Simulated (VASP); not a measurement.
Set up this calculation in VASP 6.6.1, as the native input.

* Task: relaxation of the atoms
* Functional: LDA
* Potentials or basis: VASP PAW LDA potentials, release 64 (Mo_sv, C)
* Cutoff: 520 eV
* k mesh: 5 × 5 × 1
* Occupations: gaussian, width 0.1 eV
* Spin: no spin polarisation
* Dipole correction: yes
* Atoms held fixed (from 0): [0, 1, 2, 3, 4, 5, 6, 7, 8, 9, 10, 11]
* Further INCAR settings: ALGO = Normal; EDIFF = 1e-07; NELMDL = -8; IBRION = 2; EDIFFG = -0.025; NSW = 36
* Atoms held along some axes (from 0): atom 12 along a and b

The structure of Mo12C lies in POSCAR:

```
Mo12C
1.0
    5.3887247571      0.0000000000      0.0000000000
   -1.7962415857      5.0805384236      0.0000000000
    0.0000000000      0.0000000000     19.7413781192
Mo C
12 1
Selective dynamics
Direct
    0.2500000000      0.2500000000      0.2026200996  F F F
    0.2500000000      0.7500000000      0.2026200996  F F F
    0.7500000000      0.2500000000      0.2026200996  F F F
    0.7500000000      0.7500000000      0.2026200996  F F F
    0.0000000000      0.0000000000      0.3100443415  F F F
    0.0000000000      0.5000000000      0.3100443415  F F F
    0.5000000000      0.0000000000      0.3100443415  F F F
    0.5000000000      0.5000000000      0.3100443415  F F F
    0.2500000000      0.2500000000      0.4174672138  F F F
    0.2500000000      0.7500000000      0.4174672138  F F F
    0.7500000000      0.2500000000      0.4174672138  F F F
    0.7500000000      0.7500000000      0.4174672138  F F F
    0.5000000000      0.5000000000      0.4782532436  F F T
```

These files were run (other wordings do the same):

INCAR

```
SYSTEM = Mo12C
PREC = Accurate
ENCUT = 520
EDIFF = 1E-7
ISMEAR = 0
SIGMA = 0.1
LREAL = .FALSE.
LASPH = .TRUE.
NELM = 120
ALGO = Normal
ISIF = 2
LWAVE = .FALSE.
LCHARG = .FALSE.
LDIPOL = .TRUE.
IDIPOL = 3
DIPOL = 0.5 0.5 0.323
IBRION = 2
NSW = 36
EDIFFG = -0.025
GGA_COMPAT = .FALSE.
NELMIN = 4
NELMDL = -8
KPAR = 8
```

KPOINTS

```
Automatic mesh
0
G
  5 5 1
  0 0 0
```

Potentials or basis: VASP PAW LDA potentials, release 64 (Mo_sv, C).

Run with:

```console
$ cat potpaw_LDA.64/Mo_sv/POTCAR potpaw_LDA.64/C/POTCAR > POTCAR
$ mpirun -np 8 vasp_std > vasp.out
```

It gave:

```yaml
Energy_gained_by_relaxing: 1.1 meV/atom
Ionic_steps: 3
Band_gap_on_the_k_mesh: zero (bands 86 and 87 overlap by 1.54 eV)
```

Wall time 11 min on 8 MPI ranks on AMD EPYC 7R13 Processor (Zen 3) (shared host), peak memory 0.63 GiB a rank.
